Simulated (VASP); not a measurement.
# Tl (Im-3m) in VASP: a series of runs, part 2 of 2

VASP 6.6.1. The steps go on from the part before.

### 5 Relaxation of cell and atoms, r2SCAN, target pressure 10 GPa, at which the enthalpy is minimised

This run uses another cell than the first one, of 28.53 Å³/atom.

Input file POSCAR:

```
Tl
1.0
    1.9250000000      1.9250000000      1.9250000000
   -1.9250000000      1.9250000000      1.9250000000
   -1.9250000000     -1.9250000000      1.9250000000
Tl
1
Direct
    0.0000000000      0.0000000000      0.0000000000
```

Input file INCAR.step1:

```
PREC = Accurate ; ENCUT = 600
ISMEAR = -1 ; SIGMA = 0.05
LREAL = F ; LASPH = T
NELM = 80 ; GGA = PE
ALGO = Normal ; EDIFF = 1E-4
LWAVE = T ; LCHARG = F
```

Input file INCAR.step2:

```
PREC = Accurate ; ENCUT = 600
EDIFF = 1E-6 ; ISMEAR = -1
SIGMA = 0.05 ; LREAL = F
LASPH = T ; NELM = 80
ALGO = Normal ; ISIF = 3
LWAVE = F ; LCHARG = F
METAGGA = R2SCAN ; LMIXTAU = T
IBRION = 2 ; NSW = 80
EDIFFG = -0.02 ; PSTRESS = 100.0
ISTART = 1
```

Input file KPOINTS:

```
Automatic mesh
0
Gamma
  6 6 6
```

Potentials or basis: VASP PAW PBE potentials, release 64 (Tl_d).

Started as:

```sh
$ cat potpaw_PBE.64/Tl_d/POTCAR > POTCAR
$ cp INCAR.step1 INCAR
$ mpirun -np 1 vasp_std > vasp.out
$ cp INCAR.step2 INCAR
$ mpirun -np 1 vasp_std > vasp.out
```

OUTCAR:

```text
PREC = Accurate
   ENCUT = 600
   EDIFF = 1E-6
   ISMEAR = -1
   LREAL = F
   LASPH = T
   NELM = 80
   ISIF = 3
   METAGGA = R2SCAN
   IBRION = 2
   NSW = 80
   EDIFFG = -0.02
   PSTRESS = 100.0
   ISTART = 1

 ion  position               nearest neighbor table
   1  0.000  0.000  0.000-

  LATTYP: Found a body centered cubic cell.
 ALAT       =     3.8500000000

  Lattice vectors:

 A1 = (   1.9250000000,  -1.9250000000,  -1.9250000000)
 A2 = (   1.9250000000,   1.9250000000,   1.9250000000)
 A3 = (  -1.9250000000,  -1.9250000000,   1.9250000000)

Analysis of symmetry for initial positions (statically):
=====================================================================
 Subroutine PRICEL returns:
 Original cell was already a primitive cell.

 Routine SETGRP: Setting up the symmetry group for a
 body centered cubic supercell.

 Subroutine GETGRP returns: Found 48 space group operations
 (whereof 48 operations were pure point group operations)
 out of a pool of 48 trial point group operations.

[... 135 lines left out ...]
 non-spin polarized calculation
  energy-cutoff  :      600.00
  volume of cell :       28.53
 maximum number of plane-waves:       976
 NGX is ok and might be reduce to    28
   NGX = 13   NGY = 13   NGZ = 13

--------------------------------------- Ionic step        1  -------------------------------------------

 number of electron      12.9999998 magnetization

 Free energy of the ion-electron system (eV)
  ---------------------------------------------------
  ext. energy  EPLUGINS =         0.00000000
  ---------------------------------------------------
  free energy    TOTEN  =       -53.15425306 eV

  energy without entropy =      -53.14435401  energy(sigma->0) =      -53.14930353

------------------------ aborting loop because EDIFF is reached ----------------------------------------

  FORCE on cell =-STRESS in cart. coord.  units (eV):
  Direction    XX          YY          ZZ          XY          YZ          ZX
  --------------------------------------------------------------------------------------
  -------------------------------------------------------------------------------------
  Total        0.3714799      0.3714799      0.3714799      0.0000000     -0.0000000      0.0000000
  in kB       20.8590102     20.8590102     20.8590102      0.0000000     -0.0000000      0.0000000
  external PRESSURE =     -79.1409898 kB  Pullay stress =     100.0000000 kB
[... 61 lines left out ...]
--------------------------------------- Ionic step        3  -------------------------------------------

 number of electron      12.9999997 magnetization

 Free energy of the ion-electron system (eV)
  ---------------------------------------------------
  ext. energy  EPLUGINS =         0.00000000
  ---------------------------------------------------
  free energy    TOTEN  =       -53.02987275 eV

  energy without entropy =      -53.01889062  energy(sigma->0) =      -53.02438168

 E-fermi :   7.8793     XC(G=0): -11.6246

 val. band max:        7.8765360441   @ k =   0.5000   0.3333   0.3333
 cond. band min:       7.9151743866   @ k =   0.5000   0.3333   0.1667
 fundamental gap:      0.0386383425
 Fermi energy:         7.8792674612

 k-point     1 :       0.0000    0.0000    0.0000
  band No.  band energies     occupation
      1      -4.4187      2.00000
      2      -4.4187      2.00000
      3      -4.4187      2.00000
      4      -3.8012      2.00000
      5      -3.8012      2.00000
      6      -3.4060      2.00000
      7      20.9026      0.00000
      8      20.9026      0.00000
      9      20.9026      0.00000
     10      21.4691      0.00000
[... 225 lines left out ...]
  energy  without entropy=      -53.0188906206  energy(sigma->0) =      -53.02438168

  enthalpy is  TOTEN    =       -51.4729322495 eV   P V=        1.5569404971

 reached required accuracy - stopping structural energy minimisation
```

OSZICAR.step1:

```text
N       E                     dE             d eps       ncg     rms          rms(c)
DAV:   1     0.537409767956E+02    0.53741E+02   -0.73437E+03   320   0.127E+03
DAV:   2    -0.173766782256E+01   -0.55479E+02   -0.54583E+02   330   0.244E+02
DAV:   3    -0.221232495058E+01   -0.47466E+00   -0.47437E+00   364   0.222E+01
DAV:   4    -0.221449742479E+01   -0.21725E-02   -0.21723E-02   362   0.172E+00
DAV:   5    -0.221452353229E+01   -0.26107E-04   -0.26107E-04   344   0.179E-01    0.234E+00
DAV:   6    -0.219150563253E+01    0.23018E-01   -0.42910E-02   342   0.216E+00    0.164E+00
DAV:   7    -0.218730438759E+01    0.42012E-02   -0.15186E-02   340   0.126E+00    0.635E-01
DAV:   8    -0.218706184412E+01    0.24254E-03   -0.58787E-04   338   0.272E-01    0.304E-02
DAV:   9    -0.218706535408E+01   -0.35100E-05   -0.43676E-06   178   0.267E-02
   1 F= -.21870654E+01 E0= -.21821259E+01  d E =-.987899E-02
```

It took 1.8 min on 1 thread of Intel Xeon Platinum 8259CL at 2.50GHz (Skylake/Cascade Lake), shared host; peak memory 0.17 GiB.

What came out:

- Free energy: -53.0299 eV
- Relaxed volume: 24.94 Å³/atom
- Relaxed cell: a = 3.188 Å, b = 3.188 Å, c = 3.188 Å, α = 70.53°, β = 109.47°, γ = 70.53°
- Space group after relaxing (to 0.1 Å): Im-3m (No. 229)
- Energy change on relaxing (the run minimises the enthalpy): +124.4 meV/atom
- Ionic steps: 3
- Pressure after relaxing: 9.9 GPa
- Band gap on the k mesh: zero (an odd number of electrons rules out a gap without spin polarisation)

Step by step:
```tsv
step	energy change (eV)	largest force (eV/Å)	pressure (GPa)	volume (Å³)
1	0.0000	0.0000	2.09	28.53
2	0.2750	0.0000	15.40	23.10
3	0.1244	0.0000	9.88	24.94
```

Final structure:
```cif
data_structure
_symmetry_space_group_name_H-M 'P 1'
_symmetry_Int_Tables_number 1
_cell_length_a 3.1881
_cell_length_b 3.1881
_cell_length_c 3.1881
_cell_angle_alpha 70.529
_cell_angle_beta 109.471
_cell_angle_gamma 70.529
_cell_volume 24.94
loop_
_atom_site_label
_atom_site_type_symbol
_atom_site_fract_x
_atom_site_fract_y
_atom_site_fract_z
_atom_site_occupancy
Tl1 Tl 0.00000 0.00000 0.00000 1
```

Levels at points of the mesh, in eV from the Fermi level:
| k point | band 2 | band 3 | band 4 | band 5 | band 6 | band 7 | band 8 | band 9 | band 10 |
| --- | --- | --- | --- | --- | --- | --- | --- | --- | --- |
| (0.00, 0.00, 0.00) | -12.30 | -12.30 | -11.68 | -11.68 | -11.29 | 13.02 | 13.02 | 13.02 | 13.59 |
| (0.50, 0.00, 0.00) | -12.57 | -11.72 | -11.67 | -11.26 | -4.92 | -3.18 | 6.87 | 8.20 | 12.15 |
| (0.50, 0.50, 0.50) | -12.63 | -11.37 | -11.37 | -11.37 | -0.57 | 1.67 | 1.67 | 1.67 | 7.73 |

Caveat: the k points lie up to 0.40 Å⁻¹ apart in the final cell, too coarse for converged energies and pressures of a metal; the cell is relaxed towards a set pressure, so the run minimises the enthalpy, not the energy; the PAW data sets were made with another functional, which shifts forces and pressure a little; spin-orbit coupling is left out, which moves the levels of the heavy elements.

### 6 Relaxation of cell and atoms, r2SCAN, target pressure 20 GPa, at which the enthalpy is minimised

This run uses another cell than the first one, of 28.53 Å³/atom.

POSCAR is that of step 5.

INCAR.step1 is that of step 5.

Input file INCAR.step2:

```
PREC = Accurate ; ENCUT = 600
EDIFF = 1E-7 ; ISMEAR = -1
SIGMA = 0.05 ; LREAL = F
LASPH = T ; NELM = 80
ALGO = Normal ; ISIF = 3
LWAVE = F ; LCHARG = F
METAGGA = R2SCAN ; LMIXTAU = T
IBRION = 2 ; NSW = 80
EDIFFG = -0.02 ; PSTRESS = 200.0
ISTART = 1
```

KPOINTS is that of step 5.

Potentials or basis: VASP PAW PBE potentials, release 64 (Tl_d).

Started as:

```sh
$ cat potpaw_PBE.64/Tl_d/POTCAR > POTCAR
$ cp INCAR.step1 INCAR
$ mpirun -np 1 vasp_std > vasp.out
$ cp INCAR.step2 INCAR
$ mpirun -np 1 vasp_std > vasp.out
```

Wall time 3.6 min (1 thread of Intel Xeon Platinum 8259CL at 2.50GHz (Skylake/Cascade Lake), shared host); peak memory 0.18 GiB.

The run converged. Its results:

```
Free energy                                                : -52.7980 eV
Relaxed volume                                             : 22.38 Å³/atom
Relaxed cell                                               : a = 3.075 Å, b = 3.075 Å, c = 3.075 Å, α = 70.53°, β = 109.47°, γ = 70.53°
Space group after relaxing (to 0.1 Å)                      : Im-3m (No. 229)
Energy change on relaxing (the run minimises the enthalpy) : +356.3 meV/atom
Ionic steps                                                : 5
Pressure after relaxing                                    : 20.0 GPa
Band gap on the k mesh                                     : zero (an odd number of electrons rules out a gap without spin polarisation)
```

Step by step:
| step | energy change (eV) | largest force (eV/Å) | pressure (GPa) | volume (Å³) |
| --- | --- | --- | --- | --- |
| 1 | 0.0000 | 0.0000 | 2.10 | 28.53 |
| 2 | 1.7294 | 0.0000 | 79.11 | 17.29 |
| 3 | 0.3118 | 0.0000 | 18.03 | 22.76 |
| 4 | 0.3409 | 0.0000 | 19.33 | 22.51 |
| 5 | 0.3563 | 0.0000 | 20.02 | 22.38 |

Final structure:
```
CELL_PARAMETERS angstrom
1.77533 1.77533 1.77533
-1.77533 1.77533 1.77533
-1.77533 -1.77533 1.77533
ATOMIC_POSITIONS crystal
Tl 0.00000 0.00000 0.00000
```

Levels at points of the mesh, in eV from the Fermi level:
```csv
k point,band 3,band 4,band 5,band 6,band 7,band 8,band 9,band 10
"(0.00, 0.00, 0.00)",-12.58,-12.24,-11.80,-11.80,13.77,13.77,13.77,14.51
"(0.50, 0.00, 0.00)",-11.85,-11.78,-11.26,-4.77,-3.73,7.43,8.53,13.24
"(0.50, 0.50, 0.50)",-11.39,-11.39,-11.39,0.28,1.63,1.63,1.63,8.24
```

Caveat: the k points lie up to 0.42 Å⁻¹ apart in the final cell, too coarse for converged energies and pressures of a metal; the cell is relaxed towards a set pressure, so the run minimises the enthalpy, not the energy; the volume moved by over 15 % at a fixed basis, so the end points are rough; the PAW data sets were made with another functional, which shifts forces and pressure a little; spin-orbit coupling is left out, which moves the levels of the heavy elements.

### 7 Overview

```tsv
task	cell	cutoff (eV)	gap on the mesh (eV)	pressure (GPa)
single point	a = 3.396 Å, angles 70.5, 109.5, 70.5°, 1 atom	520	none	0.0
relaxation of cell and atoms	relaxed from a = 3.334 Å, angles 70.5, 109.5, 70.5°, 1 atom	600	none	0.1
relaxation of cell and atoms	relaxed to 5 GPa from a = 3.334 Å, angles 70.5, 109.5, 70.5°, 1 atom	600	none	5.0
relaxation of cell and atoms	relaxed to 10 GPa from a = 3.334 Å, angles 70.5, 109.5, 70.5°, 1 atom	600	none	9.9
relaxation of cell and atoms	relaxed to 20 GPa from a = 3.334 Å, angles 70.5, 109.5, 70.5°, 1 atom	600	none	20.0
```

Alike in all rows: level r2SCAN; potentials or basis VASP PAW PBE potentials, release 64 (Tl_d); no spin polarisation; k mesh 6 × 6 × 6; smearing fermi-dirac 0.05 eV.

Caveats: all runs use coarse meshes; the PAW data sets were made with another functional, which shifts forces and pressure a little; spin-orbit coupling is left out, which moves the levels of the heavy elements; the cell is relaxed towards a set pressure, so the run minimises the enthalpy, not the energy (at least some runs); the volume moved by over 15 % at a fixed basis, so the end points are rough (at least some runs).

Absolute energies hang on the potentials; compare differences alone.
